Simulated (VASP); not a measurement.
Cu, 4 atoms in the cell. The cell holds a slab with vacuum, 4 atoms: a = 2.567 Å, b = 2.567 Å, c = 20.287 Å, α = 90.00°, β = 90.00°, γ = 120.00°. 

```yaml
Program: VASP 6.6.1
Task: single point
Functional: PBE
Potentials_or_basis: VASP PAW PBE potentials, release 64 (Cu)
Cutoff: 520 eV
k_mesh: 4 × 4 × 1
Occupations: gaussian, width 0.05 eV
Spin: no spin polarisation
Dipole_correction: no
Further_INCAR_settings: ALGO = Normal; EDIFF = 1e-06; NBANDS = 30; NELMDL = -8
```

Potentials or basis: VASP PAW PBE potentials, release 64 (Cu).

Run with:

```bash
$ cat potpaw_PBE.64/Cu/POTCAR > POTCAR
$ mpirun -np 1 vasp_std > vasp.out
```

Hardware: 1 thread of AMD EPYC 7R43 64-Core Processor (Zen 3), with other jobs on the host.

Task: Estimate the wall time of this run.

Result: Run time: 50 s on 1 thread of AMD EPYC 7R43 64-Core Processor (Zen 3), on a shared host, peak memory 0.19 GiB. Counts: scf iterations 24, k points 4.
